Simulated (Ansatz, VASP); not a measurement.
Two plane-wave programs on ReHg2Sb2

```
CELL_PARAMETERS angstrom
4.73190 0.00000 0.00000
0.00000 4.73190 0.00000
0.00000 0.00000 6.41868
ATOMIC_POSITIONS crystal
Re 0.00000 0.00000 0.00000
Hg 0.00000 0.50000 0.50000
Hg 0.50000 0.00000 0.50000
Sb 0.50000 0.50000 0.24000
Sb 0.50000 0.50000 0.76000
```

Change from the starting cell: species swapped into the CeMg2Si2 type (P4/mmm, No. 123).

Alike in both runs: task single point; functional PBE; k mesh 4 × 4 × 4; occupations gaussian, width 0.1 eV; no spin polarisation.

|  | VASP | Ansatz |
| --- | --- | --- |
| version | VASP 6.6.1 | Ansatz 0.2.0 |
| potentials or method | VASP PAW PBE potentials, release 64 (Re, Hg, Sb), cutoff 520 eV | scalar-relativistic, plane waves, PAW |
| valence electrons in the cell | 41 | 85 |

VASP gave:

| Quantity | Value |
| --- | --- |
| gap on the k mesh at the Fermi level (eV) | none |
| pressure (GPa) | -1.7 |
| traceless stress, the component that is largest in VASP (GPa) | 2.98 |
| rms of the force components (eV/Å) | 0.724 |

Q: Which values does Ansatz return?

A: gap on the k mesh at the Fermi level (eV): none; pressure (GPa): -1.7; traceless stress, the component that is largest in VASP (GPa): 3.02; rms of the force components (eV/Å): 0.711.

Atom by atom the forces differ by 0.013 eV/Å (rms over components). A gap of «none» marks a metal or a gap that the smearing closes. VASP's potentials hold 41 valence electrons a cell and Ansatz's 85, so a difference there can come from the potentials and not from the codes.

Neither program's run includes spin-orbit coupling.
